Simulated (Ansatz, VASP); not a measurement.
## H in VASP and in Ansatz

```
CELL_PARAMETERS angstrom
10.50000 0.00000 0.00000
0.00000 11.00000 0.00000
0.00000 0.00000 11.50000
ATOMIC_POSITIONS crystal
H 0.50000 0.50455 0.50000
```

Alike in both runs: task single point; functional PBE; dispersion D4; k mesh 1 × 1 × 1; occupations gaussian, width 0.005 eV; collinear spin.

|  | VASP | Ansatz |
| --- | --- | --- |
| version | VASP 6.6.1 | Ansatz 0.2.0 |
| potentials or method | VASP PAW PBE potentials, release 64 (H) | scalar-relativistic, plane waves, PAW |
| plane-wave cutoff (eV) | 400 | 420 |
| valence electrons in the cell | 1 | 1 |

|  | VASP | Ansatz | Ansatz less VASP |
| --- | --- | --- | --- |
| net moment per atom (μB) | 1.00 | 1.00 | 0.000 |
| size of the moment on the site where the two differ most (μB) | 0.38 | 1.00 | +0.619 |

Site moments also hang on the region over which each program counts them. Ansatz's warnings: stability check not made.
